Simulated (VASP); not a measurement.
# I (Cmce) in VASP: a series of runs

I is run at these levels: LDA; tasks: single point.

All numbers are computed with VASP 6.6.1; they aren't measurements. Logs are shortened: lines on timing, memory, paths and dates and some standing lists are left out, and cuts for length are marked.

### 1 The cell of the first run

It takes space group Cmce (No. 64, orthorhombic). Conventional cell: a = 7.177 Å, b = 4.283 Å, c = 9.627 Å, α = 90.00°, β = 90.00°, γ = 90.00°. Within 3.7 Å of I (site symmetry m) lie 4 I at 2.80 to 3.66 Å.

### 2 Single point, LDA

INCAR

```
SYSTEM = I
PREC = Accurate
ENCUT = 520
EDIFF = 1E-6
ISMEAR = 0
SIGMA = 0.1
LREAL = .FALSE.
LASPH = .TRUE.
NELM = 60
ALGO = Normal
ISIF = 2
LWAVE = .FALSE.
LCHARG = .FALSE.
GGA = CA
NBANDS = 22
```

KPOINTS

```
Automatic mesh
0
G
  9 9 4
  0 0 0
```

POSCAR

```
I
1.0
    3.5886574692     -2.1413150360      0.0000000000
    3.5886574692      2.1413150360      0.0000000000
    0.0000000000      0.0000000000      9.6272130010
I
4
Direct
    0.8254264989      0.1745735011      0.1231842597
    0.6745735011      0.3254264989      0.6231842597
    0.1745735011      0.8254264989      0.8768157403
    0.3254264989      0.6745735011      0.3768157403
```

Potentials or basis: VASP PAW LDA potentials, release 64 (I).

On the command line:

```sh
$ cat potpaw_LDA.64/I/POTCAR > POTCAR
$ mpirun -np 1 vasp_std > vasp.out
```

OUTCAR:

```text
SYSTEM = I
   PREC = Accurate
   ENCUT = 520
   EDIFF = 1E-6
   ISMEAR = 0
   LREAL = .FALSE.
   LASPH = .TRUE.
   NELM = 60
   ISIF = 2
   GGA = CA

 ion  position               nearest neighbor table
   1  0.825  0.175  0.123-   3 2.80   4 3.25   4 3.25
   2  0.675  0.325  0.623-   4 2.80   3 3.25   3 3.25
   3  0.175  0.825  0.877-   1 2.80   2 3.25   2 3.25
   4  0.325  0.675  0.377-   2 2.80   1 3.25   1 3.25

  LATTYP: Found a base centered orthorhombic cell.
 ALAT       =     4.2826300720
 B/A-ratio  =     1.6759128894
 C/A-ratio  =     2.2479674497

  Lattice vectors:

 A1 = (  -3.5886574692,  -2.1413150360,   0.0000000000)
 A2 = (   3.5886574692,  -2.1413150360,   0.0000000000)
 A3 = (   0.0000000000,   0.0000000000,   9.6272130010)

Analysis of symmetry for initial positions (statically):
=====================================================================
 Subroutine PRICEL returns:
 Original cell was already a primitive cell.

 Routine SETGRP: Setting up the symmetry group for a
 base centered orthorhombic supercell.

 Subroutine GETGRP returns: Found  8 space group operations
 (whereof  4 operations were pure point group operations)
 out of a pool of  8 trial point group operations.

The static configuration has the point symmetry C_2h.
 The point group associated with its full space group is D_2h.

Analysis of symmetry for dynamics (positions and initial velocities):
=====================================================================
 Subroutine PRICEL returns:
 Original cell was already a primitive cell.

 Routine SETGRP: Setting up the symmetry group for a
 base centered orthorhombic supercell.

 Subroutine GETGRP returns: Found  8 space group operations
 (whereof  4 operations were pure point group operations)
 out of a pool of  8 trial point group operations.

The dynamic configuration has the point symmetry C_2h.
 The point group associated with its full space group is D_2h.

 Subroutine INISYM returns: Found  8 space group operations
 (whereof  4 operations are pure point group operations),
 and found     1 'primitive' translations

----------------------------------------------------------------------------------------

                                     Primitive cell

  volume of cell :     147.9596

[... 84 lines left out ...]
   ISTART =      0    job   : 0-new  1-cont  2-samecut
   ICHARG =      2    charge: 1-file 2-atom 10-const
   ISPIN  =      1    spin polarized calculation?
   LNONCOLLINEAR =      F non collinear calculations
   LSORBIT =      F    spin-orbit coupling
   LASPH  =      T    aspherical Exc in radial PAW
   ENCUT  =  520.0 eV  38.22 Ry    6.18 a.u.   7.77  7.77 17.90*2*pi/ulx,y,z
   NELM   =     60;   NELMIN=  2; NELMDL= -5     # of ELM steps
   EDIFF  = 0.1E-05   stopping-criterion for ELM
   LREAL  =      F    real-space projection
   EDIFFG = 0.1E-04   stopping-criterion for IOM
   NSW    =      0    number of steps for IOM
   IBRION =     -1    ionic relax: 0-MD 1-quasi-New 2-CG
   NFREE  =      0    steps in history (QN), initial steepest desc. (CG)
   ISIF   =      2    stress and relaxation
   ISYM   =      2    0-nonsym 1-usesym 2-fastsym
   POTIM  = 0.5000    time-step for ionic-motion
   TEBEG  =    0.0;   TEEND  =   0.0 temperature during run
   PSTRESS=    0.0 pullay stress
   NELECT =      28.0000    total number of electrons
   NUPDOWN=      -1.0000    fix difference up-down
   EMIN   =  10.00;   EMAX   =-10.00  energy-range for DOS
   EFERMI =   0.00;   METHOD = LEGACY
   ISMEAR =     0;   SIGMA  =   0.10  broadening in eV -4-tet -1-fermi 0-gaus
   EFERMI_NEDOS =   21; number of points for ismear=-14 and -15
   IALGO  =     38    algorithm
   IMIX   =      4    mixing-type and parameters
     AMIX     =   0.40;   BMIX     =  1.00
     AMIX_MAG =   1.60;   BMIX_MAG =  1.00
  volume/ion in A,a.u.               =      36.99       249.62
  Fermi-wavevector in a.u.,A,eV,Ry     =   0.939896  1.776146 12.019447  0.883404
  Thomas-Fermi vector in A             =   2.067254
   LORBIT       =      0    0 simple, 1 ext, 2 COOP (PROOUT), +10 PAW based schemes
   GGA     = CA    functional components
   LHFCALC =     F    Hartree Fock is set to
   AEXX    =    0.0000 exact exchange contribution
   IVDW    =     0    specifies the selected vdW correction
   LEPSILON=     F    determine dielectric tensor
   LRPA    =     F    only Hartree local field effects (RPA)
 non-spin polarized calculation
 Gauss-broadening in eV      SIGMA  =   0.10
  energy-cutoff  :      520.00
  volume of cell :      147.96
 maximum number of plane-waves:      4004
   NGX = 15   NGY = 15   NGZ = 35

 number of electron      28.0000000 magnetization

 Free energy of the ion-electron system (eV)
  ---------------------------------------------------
  ext. energy  EPLUGINS =         0.00000000
  ---------------------------------------------------
  free energy    TOTEN  =        -8.10158353 eV

  energy without entropy =       -8.10158350  energy(sigma->0) =       -8.10158351

 E-fermi :   4.3277     XC(G=0):  -9.0080

 val. band max:        4.0208675442   @ k =   0.0000   0.0000   0.0000
 cond. band min:       4.6482124190   @ k =  -0.4444   0.4444   0.0000
 fundamental gap:      0.6273448748
 Fermi energy:         4.3276807642

 k-point     1 :       0.0000    0.0000    0.0000
  band No.  band energies     occupation
      1     -10.1220      2.00000
      2      -9.1831      2.00000
      3      -8.5669      2.00000
      4      -6.8642      2.00000
      5      -1.1337      2.00000
      6       0.8969      2.00000
[... 589 lines left out ...]
     21      11.7469      0.00000
     22      12.5630      0.00000

 [... further k-points ...]
[... 5 lines left out ...]
  --------------------------------------------------------------------------------------
  -------------------------------------------------------------------------------------
  Total       -0.0242915      0.0488617     -0.1405485      0.0000000     -0.0000000      0.0000000
  in kB       -0.2630399      0.5290979     -1.5219260      0.0000000     -0.0000000      0.0000000
  external PRESSURE =      -0.4186227 kB  Pullay stress =       0.0000000 kB

 VOLUME and BASIS-vectors are now :
 -----------------------------------------------------------------------------
  energy-cutoff  :      520.00
  volume of cell :      147.96
      direct lattice vectors                 reciprocal lattice vectors
     3.588657469 -2.141315036  0.000000000     0.139327870 -0.233501373  0.000000000
     3.588657469  2.141315036  0.000000000     0.139327870  0.233501373  0.000000000
     0.000000000  0.000000000  9.627213001     0.000000000  0.000000000  0.103872221

 POSITION                                       TOTAL-FORCE (eV/Angst)
 -----------------------------------------------------------------------------------
      3.58866     -1.39368      1.18592         0.000000      0.027828     -0.008790
      3.58866     -0.74763      5.99953         0.000000     -0.027828     -0.008790
      3.58866      1.39368      8.44129         0.000000     -0.027828      0.008790
      3.58866      0.74763      3.62769         0.000000      0.027828      0.008790
 -----------------------------------------------------------------------------------
    total drift:                               -0.000000      0.000000     -0.000000

  FREE ENERGIE OF THE ION-ELECTRON SYSTEM (eV)
  ---------------------------------------------------
  free  energy   TOTEN  =        -8.1015835280 eV

  energy  without entropy=       -8.1015834959  energy(sigma->0) =       -8.10158351
```

Run time: 4.4 min. Hardware: 1 thread of Intel Xeon 8259CL, shared host; peak memory 0.32 GiB.

What came out:

- Free energy: -8.1016 eV
- Pressure: 0.0 GPa
- Largest force: 0.029 eV/Å
- Band gap on the k mesh: 0.63 eV (least direct gap 0.98 eV)

Forces on the atoms (eV/Å):
```
I    0.000  0.028 -0.009
I    0.000 -0.028 -0.009
I    0.000 -0.028  0.009
I    0.000  0.028  0.009
```

Caveat: semilocal functionals underestimate gaps, and a narrow one can read as zero; spin-orbit coupling is left out, which moves the levels of the heavy elements.

### 3 Single point, LDA

INCAR

```
SYSTEM = I
PREC     = Accurate       ! precision mode
ENCUT    = 520            ! plane-wave cutoff, eV
EDIFF    = 1E-6           ! SCF threshold, eV
ISMEAR   = 0              ! smearing method
SIGMA    = 0.2            ! smearing width, eV
LREAL    = .FALSE.        ! projectors in reciprocal space
LASPH    = .TRUE.         ! aspherical terms in the spheres
NELM     = 80             ! most SCF steps
ALGO     = Normal         ! electronic algorithm
ISIF     = 2              ! what is computed and relaxed
LWAVE    = .FALSE.        ! write WAVECAR
LCHARG   = .FALSE.        ! write CHGCAR
NBANDS   = 22             ! bands
```

KPOINTS

```
regular mesh
0
G
  9 9 4
  0 0 0
```

POSCAR is that of step 2.

Potentials or basis: VASP PAW LDA potentials, release 64 (I).

On the command line:

```sh
$ cat potpaw_LDA.64/I/POTCAR > POTCAR
$ mpirun -np 1 vasp_std > vasp.out
```

It took 4 min on 1 thread of Intel Xeon 8259CL, shared host; peak memory 0.32 GiB.

Results (log left out):

| Property | Result |
| --- | --- |
| Free energy | -8.1016 eV |
| Pressure | 0.0 GPa |
| Largest force | 0.029 eV/Å |
| Band gap on the k mesh | 0.63 eV (least direct gap 0.98 eV) |

Forces in eV/Å, atoms in the order of the input:
```
I    0.000  0.028 -0.009
I    0.000 -0.028 -0.009
I    0.000 -0.028  0.009
I    0.000  0.028  0.009
```

Stress tensor (GPa, compression positive):
```
-0.03  0.00  0.00
 0.00  0.05  0.00
 0.00  0.00 -0.15
```

Levels at points of the mesh, in eV from the valence-band top:
```csv
k point,band 11,band 12,band 13,band 14,band 15,band 16,band 17,band 18
"(0.00, 0.00, 0.00)",-0.95,-0.94,-0.47,0.00,1.01,1.98,4.38,4.91
"(0.00, 0.00, 0.50)",-0.76,-0.76,-0.17,-0.17,1.14,1.14,5.20,5.20
```

Caveat: semilocal functionals underestimate gaps, and a narrow one can read as zero; spin-orbit coupling is left out, which moves the levels of the heavy elements.

### 4 Single point, LDA

INCAR

```
PREC     = Accurate       # precision mode
ENCUT    = 520            # plane-wave cutoff, eV
EDIFF    = 1E-6           # SCF threshold, eV
ISMEAR   = 0              # smearing method
SIGMA    = 0.3            # smearing width, eV
LREAL    = F              # projectors in reciprocal space
LASPH    = T              # aspherical terms in the spheres
NELM     = 80             # most SCF steps
ALGO     = Normal         # electronic algorithm
ISIF     = 2              # what is computed and relaxed
LWAVE    = F              # write WAVECAR
LCHARG   = F              # write CHGCAR
NBANDS   = 22             # bands
```

KPOINTS

```
regular mesh
0
Gamma
  9 9 4
```

POSCAR is that of step 3.

Potentials or basis: VASP PAW LDA potentials, release 64 (I).

On the command line:

```sh
$ cat potpaw_LDA.64/I/POTCAR > POTCAR
$ mpirun -np 1 vasp_std > vasp.out
```

OUTCAR:

```text
PREC = Accurate
   ENCUT = 520
   EDIFF = 1E-6
   ISMEAR = 0
   LREAL = F
   LASPH = T
   NELM = 80
   ISIF = 2

 ion  position               nearest neighbor table
   1  0.825  0.175  0.123-   3 2.80   4 3.25   4 3.25
   2  0.675  0.325  0.623-   4 2.80   3 3.25   3 3.25
   3  0.175  0.825  0.877-   1 2.80   2 3.25   2 3.25
   4  0.325  0.675  0.377-   2 2.80   1 3.25   1 3.25

  LATTYP: Found a base centered orthorhombic cell.
 ALAT       =     4.2826300720
 B/A-ratio  =     1.6759128894
 C/A-ratio  =     2.2479674497

[... 790 lines left out ...]
     21      11.7471      0.00000
     22      12.5629      0.00000

 [... further k-points ...]
[... 5 lines left out ...]
  --------------------------------------------------------------------------------------
  -------------------------------------------------------------------------------------
  Total       -0.0325525      0.0497473     -0.1115540      0.0000000      0.0000000      0.0000000
  in kB       -0.3524936      0.5386880     -1.2079602      0.0000000      0.0000000      0.0000000
  external PRESSURE =      -0.3405886 kB  Pullay stress =       0.0000000 kB

 VOLUME and BASIS-vectors are now :
 -----------------------------------------------------------------------------
  energy-cutoff  :      520.00
  volume of cell :      147.96
      direct lattice vectors                 reciprocal lattice vectors
     3.588657469 -2.141315036  0.000000000     0.139327870 -0.233501373  0.000000000
     3.588657469  2.141315036  0.000000000     0.139327870  0.233501373  0.000000000
     0.000000000  0.000000000  9.627213001     0.000000000  0.000000000  0.103872221

 POSITION                                       TOTAL-FORCE (eV/Angst)
 -----------------------------------------------------------------------------------
      3.58866     -1.39368      1.18592         0.000000      0.030405     -0.004919
      3.58866     -0.74763      5.99953         0.000000     -0.030405     -0.004919
      3.58866      1.39368      8.44129         0.000000     -0.030405      0.004919
      3.58866      0.74763      3.62769         0.000000      0.030405      0.004919
 -----------------------------------------------------------------------------------
    total drift:                               -0.000000      0.000000     -0.000000

  FREE ENERGIE OF THE ION-ELECTRON SYSTEM (eV)
  ---------------------------------------------------
  free  energy   TOTEN  =        -8.1024238256 eV

  energy  without entropy=       -8.0966510967  energy(sigma->0) =       -8.09953746
```

OSZICAR:

```text
N       E                     dE             d eps       ncg     rms          rms(c)
DAV:   1     0.148773228305E+03    0.14877E+03   -0.10572E+04  3300   0.103E+03
DAV:   2     0.329817721840E+01   -0.14548E+03   -0.14070E+03  4536   0.158E+02
DAV:   3    -0.806484826527E+01   -0.11363E+02   -0.11304E+02  4190   0.502E+01
DAV:   4    -0.830648546789E+01   -0.24164E+00   -0.24159E+00  4290   0.859E+00
DAV:   5    -0.831104504136E+01   -0.45596E-02   -0.45595E-02  4138   0.116E+00    0.111E+01
DAV:   6    -0.815668303521E+01    0.15436E+00   -0.12629E-01  3852   0.157E+00    0.722E+00
DAV:   7    -0.810841013035E+01    0.48273E-01   -0.28539E-01  3966   0.233E+00    0.548E-01
DAV:   8    -0.810240472897E+01    0.60054E-02   -0.36434E-02  3660   0.911E-01    0.278E-01
DAV:   9    -0.810244486494E+01   -0.40136E-04   -0.75334E-04  4104   0.158E-01    0.154E-01
DAV:  10    -0.810242614019E+01    0.18725E-04   -0.44953E-05  3960   0.365E-02    0.266E-02
DAV:  11    -0.810242386533E+01    0.22749E-05   -0.73125E-06  4050   0.131E-02    0.704E-03
DAV:  12    -0.810242382556E+01    0.39761E-07   -0.57032E-07  2286   0.413E-03
   1 F= -.81024238E+01 E0= -.80995375E+01  d E =-.577273E-02
```

stdout:

```text
POSCAR found type information on POSCAR I
 POSCAR found :  1 types and       4 ions
 scaLAPACK will be used
 LDA part: xc-table for (Slater(with rela. corr.)+CA(PZ))
 , standard interpolation
 POSCAR, INCAR and KPOINTS ok, starting setup
 FFT: planning ... GRIDC
 FFT: planning ... GRID_SOFT
 FFT: planning ... GRID
 WAVECAR not read
 entering main loop
```

Wall time 3.8 min (1 thread of Intel Xeon 8259CL, shared host); peak memory 0.32 GiB.

Results:

```
Free energy            : -8.1024 eV
Pressure               : 0.0 GPa
Largest force          : 0.031 eV/Å
Band gap on the k mesh : 0.63 eV (least direct gap 0.98 eV)
```

Forces in eV/Å, atoms in the order of the input:
```
I    0.000  0.030 -0.005
I    0.000 -0.030 -0.005
I    0.000 -0.030  0.005
I    0.000  0.030  0.005
```

Caveat: so wide a smearing shifts energies and pressures; semilocal functionals underestimate gaps, and a narrow one can read as zero; spin-orbit coupling is left out, which moves the levels of the heavy elements.

### 5 Single point, LDA

INCAR

```
SYSTEM = I
  ALGO = Normal
  EDIFF = 1E-6
  ENCUT = 520
  GGA = CA
  ISIF = 2
  ISMEAR = 0
  LASPH = .TRUE.
  LCHARG = .FALSE.
  LREAL = .FALSE.
  LWAVE = .FALSE.
  NBANDS = 22
  NELM = 60
  PREC = Accurate
  SIGMA = 0.6
```

KPOINTS

```
k-points
0
G
  9 9 4
  0 0 0
```

POSCAR is that of step 4.

On the command line:

```sh
$ cat potpaw_LDA.64/I/POTCAR > POTCAR
$ mpirun -np 1 vasp_std > vasp.out
```

Run time: 3.6 min. Hardware: 1 thread of Intel Xeon 8259CL, shared host; peak memory 0.32 GiB.

The run converged. Its results:

```
Free energy            : -8.1391 eV
Pressure               : 0.2 GPa
Largest force          : 0.098 eV/Å
Band gap on the k mesh : 0.64 eV (least direct gap 1.00 eV)
```

Forces in eV/Å, atoms in the order of the input:
```
I    0.000  0.080  0.057
I    0.000 -0.080  0.057
I    0.000 -0.080 -0.057
I    0.000  0.080 -0.057
```

Stress tensor (GPa, compression positive):
```
-0.13  0.00  0.00
 0.00  0.20  0.00
 0.00  0.00  0.40
```

Levels at points of the mesh, in eV from the valence-band top:
```
           k point  band 10  band 11  band 12  band 13  band 14  band 15  band 16  band 17  band 18  band 19
(0.00, 0.00, 0.00)    -1.42    -0.95    -0.94    -0.47     0.00     1.03     1.99     4.39     4.92     5.37
(0.00, 0.00, 0.50)    -1.24    -0.75    -0.75    -0.17    -0.17     1.15     1.15     5.21     5.21     5.38
```

Caveat: so wide a smearing shifts energies and pressures; semilocal functionals underestimate gaps, and a narrow one can read as zero; spin-orbit coupling is left out, which moves the levels of the heavy elements. A k mesh can miss the band edges.

### 6 The runs side by side

```csv
smearing,gap on the mesh (eV),pressure (GPa),largest force (eV/Å)
gaussian 0.1 eV,0.63,0.0,0.03
gaussian 0.2 eV,0.63,0.0,0.03
gaussian 0.3 eV,0.63,0.0,0.03
gaussian 0.6 eV,0.64,0.2,0.10
```

Alike in all rows: task single point; level LDA; potentials or basis VASP PAW LDA potentials, release 64 (I); no spin polarisation; cell as given; k mesh 9 × 9 × 4; cutoff (eV) 520.

Caveats: semilocal functionals underestimate gaps, and a narrow one can read as zero; spin-orbit coupling is left out, which moves the levels of the heavy elements; so wide a smearing shifts energies and pressures (at least some runs).

Absolute energies hang on the potentials; compare differences alone.
